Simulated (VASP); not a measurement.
# CaS (Fm-3m) in VASP: notebook

CaS is run at these levels: PBE; tasks: single point.

Everything below comes from runs of VASP 6.6.1. Logs are shortened: lines on timing, memory, paths and dates and some standing lists are left out, and cuts for length are marked.

**1. The cell of the first run**

The structure is cubic, space group Fm-3m (No. 225). The conventional cell has a = 5.696 Å, b = 5.696 Å, c = 5.696 Å, α = 90.00°, β = 90.00°, γ = 90.00°. Within 3.8 Å of Ca (site symmetry m-3m) lie 6 S at 2.85 Å. S (site symmetry m-3m) has 6 Ca at 2.85 Å within 3.8 Å.

**2. Single point, PBE**

Input file INCAR:

```
SYSTEM = CaS
PREC = Accurate
ENCUT = 500
EDIFF = 1E-6
ISMEAR = 0
SIGMA = 0.01
LREAL = .FALSE.
LASPH = .TRUE.
NELM = 120
ALGO = Normal
ISIF = 2
LWAVE = .FALSE.
LCHARG = .FALSE.
GGA = PE
NBANDS = 15
GGA_COMPAT = .FALSE.
```

Input file KPOINTS:

```
Automatic mesh
0
G
  6 6 6
  0 0 0
```

Input file POSCAR:

```
CaS
1.0
    0.0000000000      2.8479451034      2.8479451034
    2.8479451034      0.0000000000      2.8479451034
    2.8479451034      2.8479451034      0.0000000000
Ca S
1 1
Direct
    0.0000000000      0.0000000000      0.0000000000
    0.5000000000      0.5000000000      0.5000000000
```

Potentials or basis: VASP PAW PBE potentials, release 64 (Ca_sv, S).

Started as:

```bash
cat potpaw_PBE.64/Ca_sv/POTCAR potpaw_PBE.64/S/POTCAR > POTCAR
mpirun -np 1 vasp_std > vasp.out
```

OUTCAR:

```text
SYSTEM = CaS
   PREC = Accurate
   ENCUT = 500
   EDIFF = 1E-6
   ISMEAR = 0
   LREAL = .FALSE.
   LASPH = .TRUE.
   NELM = 120
   ISIF = 2
   GGA = PE

 ion  position               nearest neighbor table
   1  0.000  0.000  0.000-   2 2.85   2 2.85   2 2.85   2 2.85   2 2.85   2 2.85
   2  0.500  0.500  0.500-   1 2.85   1 2.85   1 2.85   1 2.85   1 2.85   1 2.85

  LATTYP: Found a face centered cubic cell.
 ALAT       =     5.6958902068

  Lattice vectors:

 A1 = (   0.0000000000,   2.8479451034,   2.8479451034)
 A2 = (   2.8479451034,   0.0000000000,   2.8479451034)
 A3 = (   2.8479451034,   2.8479451034,   0.0000000000)

Analysis of symmetry for initial positions (statically):
=====================================================================
 Subroutine PRICEL returns:
 Original cell was already a primitive cell.

 Routine SETGRP: Setting up the symmetry group for a
 face centered cubic supercell.

 Subroutine GETGRP returns: Found 48 space group operations
 (whereof 48 operations were pure point group operations)
 out of a pool of 48 trial point group operations.

The static configuration has the point symmetry O_h .

Analysis of symmetry for dynamics (positions and initial velocities):
=====================================================================
 Subroutine PRICEL returns:
 Original cell was already a primitive cell.

 Routine SETGRP: Setting up the symmetry group for a
 face centered cubic supercell.

 Subroutine GETGRP returns: Found 48 space group operations
 (whereof 48 operations were pure point group operations)
 out of a pool of 48 trial point group operations.

The dynamic configuration has the point symmetry O_h .

 Subroutine INISYM returns: Found 48 space group operations
 (whereof 48 operations are pure point group operations),
 and found     1 'primitive' translations

----------------------------------------------------------------------------------------

                                     Primitive cell

  volume of cell :      46.1982

  direct lattice vectors                    reciprocal lattice vectors
     0.000000000  2.847945103  2.847945103    -0.175565182  0.175565182  0.175565182
     2.847945103  0.000000000  2.847945103     0.175565182 -0.175565182  0.175565182
     2.847945103  2.847945103  0.000000000     0.175565182  0.175565182 -0.175565182

  length of vectors
     4.027602590  4.027602590  4.027602590     0.304087815  0.304087815  0.304087815

  position of ions in fractional coordinates (direct lattice)
     0.000000000  0.000000000  0.000000000
     0.500000000  0.500000000  0.500000000

  ion indices of the primitive-cell ions
   primitive index   ion index
                 1           1
                 2           2

----------------------------------------------------------------------------------------

 KPOINTS: Automatic mesh

Automatic generation of k-mesh.
 Grid dimensions read from file:
 generate k-points for:    6    6    6

 Generating k-lattice:

  Cartesian coordinates                     Fractional coordinates (reciprocal lattice)
    -0.029260864  0.029260864  0.029260864     0.166666667  0.000000000  0.000000000
     0.029260864 -0.029260864  0.029260864     0.000000000  0.166666667  0.000000000
     0.029260864  0.029260864 -0.029260864     0.000000000  0.000000000  0.166666667

  Length of vectors
     0.050681303  0.050681303  0.050681303

  Shift w.r.t. Gamma in fractional coordinates (k-lattice)
     0.000000000  0.000000000  0.000000000

 Subroutine IBZKPT returns following result:
 ===========================================

 Found     16 irreducible k-points:

 Following reciprocal coordinates:
            Coordinates               Weight
  0.000000  0.000000  0.000000      1.000000
  0.166667  0.000000  0.000000      8.000000
  0.333333  0.000000  0.000000      8.000000
  0.500000  0.000000  0.000000      4.000000
  0.166667  0.166667  0.000000      6.000000
  0.333333  0.166667  0.000000     24.000000
[... 8 lines left out ...]
 -0.333333  0.333333  0.166667     24.000000
 -0.333333  0.500000  0.166667     12.000000
   k-points           NKPTS =     16   k-points in BZ     NKDIM =     16   number of bands    NBANDS=     15
   number of dos      NEDOS =    301   number of ions     NIONS =      2
   total plane-waves  NPLWV =  27000
   dimension x,y,z NGX =    30 NGY =   30 NGZ =   30
   dimension x,y,z NGXF=    60 NGYF=   60 NGZF=   60
   ions per type =               1   1
   NGX,Y,Z   is equivalent  to a cutoff of  12.38, 12.38, 12.38 a.u.
   NGXF,Y,Z  is equivalent  to a cutoff of  24.77, 24.77, 24.77 a.u.
 SYSTEM =  CaS
   PREC   = accura    normal or accurate (medium, high low for compatibility)
   ISTART =      0    job   : 0-new  1-cont  2-samecut
   ICHARG =      2    charge: 1-file 2-atom 10-const
   ISPIN  =      1    spin polarized calculation?
   LNONCOLLINEAR =      F non collinear calculations
   LSORBIT =      F    spin-orbit coupling
   LASPH  =      T    aspherical Exc in radial PAW
   ENCUT  =  500.0 eV  36.75 Ry    6.06 a.u.   7.34  7.34  7.34*2*pi/ulx,y,z
   NELM   =    120;   NELMIN=  2; NELMDL= -5     # of ELM steps
   EDIFF  = 0.1E-05   stopping-criterion for ELM
   LREAL  =      F    real-space projection
   EDIFFG = 0.1E-04   stopping-criterion for IOM
   NSW    =      0    number of steps for IOM
   IBRION =     -1    ionic relax: 0-MD 1-quasi-New 2-CG
   NFREE  =      0    steps in history (QN), initial steepest desc. (CG)
   ISIF   =      2    stress and relaxation
   ISYM   =      2    0-nonsym 1-usesym 2-fastsym
   POTIM  = 0.5000    time-step for ionic-motion
   TEBEG  =    0.0;   TEEND  =   0.0 temperature during run
   PSTRESS=    0.0 pullay stress
   NELECT =      16.0000    total number of electrons
   NUPDOWN=      -1.0000    fix difference up-down
   EMIN   =  10.00;   EMAX   =-10.00  energy-range for DOS
   EFERMI =   0.00;   METHOD = LEGACY
   ISMEAR =     0;   SIGMA  =   0.01  broadening in eV -4-tet -1-fermi 0-gaus
   EFERMI_NEDOS =   21; number of points for ismear=-14 and -15
   IALGO  =     38    algorithm
   IMIX   =      4    mixing-type and parameters
     AMIX     =   0.40;   BMIX     =  1.00
     AMIX_MAG =   1.60;   BMIX_MAG =  1.00
  volume/ion in A,a.u.               =      23.10       155.88
  Fermi-wavevector in a.u.,A,eV,Ry     =   1.149670  2.172561 17.983381  1.321741
  Thomas-Fermi vector in A             =   2.286338
   LORBIT       =      0    0 simple, 1 ext, 2 COOP (PROOUT), +10 PAW based schemes
   GGA     = PE    functional components
   LHFCALC =     F    Hartree Fock is set to
   AEXX    =    0.0000 exact exchange contribution
   IVDW    =     0    specifies the selected vdW correction
   LEPSILON=     F    determine dielectric tensor
   LRPA    =     F    only Hartree local field effects (RPA)
 non-spin polarized calculation
 Gauss-broadening in eV      SIGMA  =   0.01
  energy-cutoff  :      500.00
  volume of cell :       46.20
 maximum number of plane-waves:      1211
 NGX is ok and might be reduce to    30
   NGX = 15   NGY = 15   NGZ = 15

 number of electron      16.0000004 magnetization

 Free energy of the ion-electron system (eV)
  ---------------------------------------------------
  ext. energy  EPLUGINS =         0.00000000
  ---------------------------------------------------
  free energy    TOTEN  =       -10.36328067 eV

  energy without entropy =      -10.36328067  energy(sigma->0) =      -10.36328067

 E-fermi :   2.7901     XC(G=0):  -9.3131

 val. band max:        2.7252719385   @ k =   0.0000   0.0000   0.0000
 cond. band min:       5.0829725090   @ k =   0.5000   0.5000   0.0000
 fundamental gap:      2.3577005705
 Fermi energy:         2.7900978173

 k-point     1 :       0.0000    0.0000    0.0000
  band No.  band energies     occupation
      1     -36.4747      2.00000
      2     -17.4546      2.00000
      3     -17.4546      2.00000
      4     -17.4546      2.00000
      5      -8.5990      2.00000
      6       2.7253      2.00000
      7       2.7253      2.00000
      8       2.7253      2.00000
      9       6.8695      0.00000
     10       6.8895      0.00000
     11       6.8895      0.00000
     12       6.8895      0.00000
     13       7.4828      0.00000
     14       7.4828      0.00000
     15      13.5894      0.00000

 k-point     2 :       0.1667    0.0000    0.0000
  band No.  band energies     occupation
      1     -36.4719      2.00000
      2     -17.4973      2.00000
      3     -17.4579      2.00000
      4     -17.4579      2.00000
      5      -8.4135      2.00000
      6       1.6829      2.00000
      7       2.3585      2.00000
      8       2.3585      2.00000
      9       6.8991      0.00000
     10       7.2782      0.00000
     11       7.2782      0.00000
     12       8.0974      0.00000
     13       8.1824      0.00000
     14       8.1824      0.00000
     15      13.5936      0.00000

 k-point     3 :       0.3333    0.0000    0.0000
  band No.  band energies     occupation
      1     -36.4662      2.00000
      2     -17.5804      2.00000
      3     -17.4645      2.00000
      4     -17.4645      2.00000
      5      -8.0113      2.00000
      6       0.2380      2.00000
      7       1.7984      2.00000
      8       1.7984      2.00000
      9       7.2623      0.00000
     10       8.2063      0.00000
     11       8.2063      0.00000
     12       9.3896      0.00000
     13       9.6913      0.00000
     14       9.6913      0.00000
     15      12.9580      0.00000
[... 199 lines left out ...]
 k-point    15 :      -0.3333    0.3333    0.1667
  band No.  band energies     occupation
      1     -36.4607      2.00000
      2     -17.5708      2.00000
      3     -17.5220      2.00000
      4     -17.4912      2.00000
      5      -7.8417      2.00000
      6       0.4044      2.00000
      7       1.0831      2.00000
      8       1.4854      2.00000
      9       7.6227      0.00000
     10       7.7463      0.00000
     11       9.2093      0.00000
     12       9.3399      0.00000
     13       9.3829      0.00000
     14      11.3899      0.00000
     15      12.0381      0.00000

 k-point    16 :      -0.3333    0.5000    0.1667
  band No.  band energies     occupation
      1     -36.4598      2.00000
      2     -17.5583      2.00000
      3     -17.5215      2.00000
      4     -17.5106      2.00000
      5      -7.8890      2.00000
      6       0.6687      2.00000
      7       1.3229      2.00000
      8       1.3447      2.00000
      9       6.3974      0.00000
     10       8.6264      0.00000
     11       8.6317      0.00000
     12       9.2514      0.00000
     13       9.5176      0.00000
     14      10.5689      0.00000
     15      12.7175      0.00000

------------------------ aborting loop because EDIFF is reached ----------------------------------------

  FORCE on cell =-STRESS in cart. coord.  units (eV):
  Direction    XX          YY          ZZ          XY          YZ          ZX
  --------------------------------------------------------------------------------------
  -------------------------------------------------------------------------------------
  Total        0.1846034      0.1846034      0.1846034      0.0000000      0.0000000      0.0000000
  in kB        6.4021428      6.4021428      6.4021428      0.0000000      0.0000000      0.0000000
  external PRESSURE =       6.4021428 kB  Pullay stress =       0.0000000 kB

 VOLUME and BASIS-vectors are now :
 -----------------------------------------------------------------------------
  energy-cutoff  :      500.00
  volume of cell :       46.20
      direct lattice vectors                 reciprocal lattice vectors
     0.000000000  2.847945103  2.847945103    -0.175565182  0.175565182  0.175565182
     2.847945103  0.000000000  2.847945103     0.175565182 -0.175565182  0.175565182
     2.847945103  2.847945103  0.000000000     0.175565182  0.175565182 -0.175565182

 POSITION                                       TOTAL-FORCE (eV/Angst)
 -----------------------------------------------------------------------------------
      0.00000      0.00000      0.00000         0.000000      0.000000      0.000000
      2.84795      2.84795      2.84795         0.000000     -0.000000     -0.000000
 -----------------------------------------------------------------------------------
    total drift:                               -0.000000      0.000000      0.000000

  FREE ENERGIE OF THE ION-ELECTRON SYSTEM (eV)
  ---------------------------------------------------
  free  energy   TOTEN  =       -10.3632806685 eV

  energy  without entropy=      -10.3632806685  energy(sigma->0) =      -10.36328067
```

Run time: 13 s. Hardware: 1 thread of Intel Xeon Platinum 8488C (Sapphire Rapids), shared host; peak memory 0.16 GiB.

Results:

```yaml
Free_energy: -10.3633 eV
Pressure: 0.6 GPa
Band_gap_on_the_k_mesh: 2.36 eV (least direct gap 3.16 eV)
```

Levels at points of the mesh, in eV from the valence-band top:
| k point | band 4 | band 5 | band 6 | band 7 | band 8 | band 9 | band 10 | band 11 | band 12 | band 13 |
| --- | --- | --- | --- | --- | --- | --- | --- | --- | --- | --- |
| (0.00, 0.00, 0.00) | -20.18 | -11.32 | 0.00 | 0.00 | 0.00 | 4.14 | 4.16 | 4.16 | 4.16 | 4.76 |
| (0.50, 0.00, 0.00) | -20.19 | -10.51 | -3.09 | -1.16 | -1.16 | 5.22 | 6.06 | 6.20 | 6.20 | 8.14 |
| (0.50, 0.50, 0.00) | -20.23 | -10.70 | -2.27 | -0.81 | -0.81 | 2.36 | 5.60 | 6.02 | 6.77 | 6.79 |

A k mesh can miss the band edges.

**3. Single point, PBE**

Input file INCAR:

```
PREC = Accurate
ENCUT = 500
EDIFF = 1E-6
ISMEAR = 0
SIGMA = 0.01
LREAL = False
LASPH = True
NELM = 120
ALGO = Normal
ISIF = 2
LWAVE = False
LCHARG = False
GGA = PE
NBANDS = 15
GGA_COMPAT = False
```

Input file KPOINTS:

```
Automatic mesh
0
Gamma
  6 6 6
```

POSCAR is that of step 2.

Potentials or basis: VASP PAW PBE potentials, release 64 (Ca_sv, S).

Started as:

```bash
cat potpaw_PBE.64/Ca_sv/POTCAR potpaw_PBE.64/S/POTCAR > POTCAR
mpirun -np 1 vasp_std > vasp.out
```

Wall time 16 s (1 thread of Intel Xeon Platinum 8488C (Sapphire Rapids), shared host); peak memory 0.16 GiB.

It converged, with:

```yaml
Free_energy: -10.3633 eV
Pressure: 0.6 GPa
Band_gap_on_the_k_mesh: 2.36 eV (least direct gap 3.16 eV)
```

Levels at points of the mesh, in eV from the valence-band top:
```
           k point  band 5  band 6  band 7  band 8  band 9  band 10  band 11  band 12
(0.00, 0.00, 0.00)  -11.32    0.00    0.00    0.00    4.14     4.16     4.16     4.16
(0.50, 0.00, 0.00)  -10.51   -3.09   -1.16   -1.16    5.22     6.06     6.20     6.20
(0.50, 0.50, 0.00)  -10.70   -2.27   -0.81   -0.81    2.36     5.60     6.02     6.77
```

**4. Single point, PBE**

Input file INCAR:

```
SYSTEM = CaS
PREC     = Accurate       ! precision mode
ENCUT    = 500            ! plane-wave cutoff, eV
EDIFF    = 1E-6           ! SCF threshold, eV
ISMEAR   = 0              ! smearing method
SIGMA    = 0.01           ! smearing width, eV
LREAL    = .False.        ! projectors in reciprocal space
LASPH    = .True.         ! aspherical terms in the spheres
NELM     = 120            ! most SCF steps
ALGO     = Normal         ! electronic algorithm
ISIF     = 2              ! what is computed and relaxed
LWAVE    = .False.        ! write WAVECAR
LCHARG   = .False.        ! write CHGCAR
GGA      = PE             ! functional
NBANDS   = 15             ! bands
GGA_COMPAT= .False.
```

Input file KPOINTS:

```
Automatic mesh
0
Gamma
  8 8 8
  0 0 0
```

POSCAR is that of step 3.

Started as:

```bash
cat potpaw_PBE.64/Ca_sv/POTCAR potpaw_PBE.64/S/POTCAR > POTCAR
mpirun -np 1 vasp_std > vasp.out
```

Wall time 22 s (1 thread of Intel Xeon Platinum 8488C (Sapphire Rapids), shared host); peak memory 0.17 GiB.

It converged, with:

```yaml
Free_energy: -10.3638 eV
Pressure: 0.6 GPa
Band_gap_on_the_k_mesh: 2.36 eV (least direct gap 3.16 eV)
```

Levels at points of the mesh, in eV from the valence-band top:
```csv
k point,band 6,band 7,band 8,band 9,band 10,band 11
"(0.00, 0.00, 0.00)",0.00,0.00,0.00,4.14,4.16,4.16
"(0.50, 0.00, 0.00)",-3.09,-1.16,-1.16,5.22,6.06,6.20
"(0.50, 0.50, 0.00)",-2.27,-0.81,-0.81,2.36,5.60,6.02
```

A k mesh can miss the band edges.
